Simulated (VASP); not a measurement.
## SnO: single point with PBE+D3(BJ)

SnO:

```
Sn O
1.0
     3.83710    0.00000    0.00000
     0.00000    3.83710    0.00000
     0.00000    0.00000    4.76213
Sn O
2 2
Direct
  0.00000 0.50000 0.24324
  0.50000 0.00000 0.75676
  0.04146 0.04146 0.00000
  0.50000 0.50000 0.00000
```

This cell differs from its parent crystal: atom 3 (O) moved -0.225 Å towards its neighbour atom 4 (O) at 2.713 Å.

```
Program                : VASP 6.6.1
Task                   : single point
Functional             : PBE
Dispersion             : D3(BJ)
Potentials or basis    : VASP PAW PBE potentials, release 64 (Sn_d, O)
Cutoff                 : 520 eV
k mesh                 : 12 × 12 × 10
Occupations            : gaussian, width 0.15 eV
Spin                   : no spin polarisation
Dipole correction      : no
Further INCAR settings : ALGO = Normal; EDIFF = 1e-07; NBANDS = 28
```

```json
{
 "Pressure": "1.7 GPa",
 "Largest force": "1.837 eV/Å",
 "Band gap on the k mesh": "zero (bands 20 and 21 overlap by 0.02 eV)",
 "Dispersion energy per atom": "-0.235 eV"
}
```

Forces on the atoms (eV/Å):
```
Sn   0.108  0.466  0.241
Sn   0.466  0.108 -0.241
O   -1.299 -1.299  0.000
O    0.725  0.725  0.000
```

Stress tensor (GPa, compression positive):
```
 2.02  0.73 -1.43
 0.73  2.02  1.43
-1.43  1.43  1.12
```

Levels at points of the mesh, in eV from the Fermi level:
| k point | band 17 | band 18 | band 19 | band 20 | band 21 | band 22 | band 23 | band 24 |
| --- | --- | --- | --- | --- | --- | --- | --- | --- |
| (0.00, 0.00, 0.00) | -3.55 | -3.17 | -3.00 | -0.10 | 1.93 | 4.11 | 4.49 | 5.00 |
| (0.50, 0.00, 0.00) | -4.87 | -4.40 | -2.83 | -2.67 | 2.75 | 3.52 | 5.38 | 5.65 |
| (0.50, 0.50, 0.00) | -2.51 | -2.43 | -2.02 | -1.96 | -0.12 | -0.05 | 4.33 | 4.43 |
| (0.00, 0.00, 0.50) | -3.24 | -3.13 | -2.99 | -2.20 | 1.67 | 2.68 | 2.95 | 3.43 |
| (0.50, 0.00, 0.50) | -4.97 | -4.37 | -1.91 | -1.64 | 2.48 | 2.61 | 4.97 | 5.22 |
| (0.50, 0.50, 0.50) | -2.87 | -2.83 | -2.51 | -2.41 | 2.18 | 2.26 | 3.77 | 4.14 |

Wall time 6 min on 1 thread of Intel(R) Xeon(R) 6975P-C (Granite Rapids), on a shared host, peak memory 0.67 GiB.

Caveat: the cell differs from its parent crystal (atom 3 (O) moved -0.225 Å towards its neighbour atom 4 (O) at 2.713 Å); semilocal functionals underestimate gaps, so a narrow gap can read as zero; spin-orbit coupling is left out, which moves the levels of the heavy elements; forces of over 1 eV/Å act on the atoms, so gaps and moduli don't describe the material at rest.
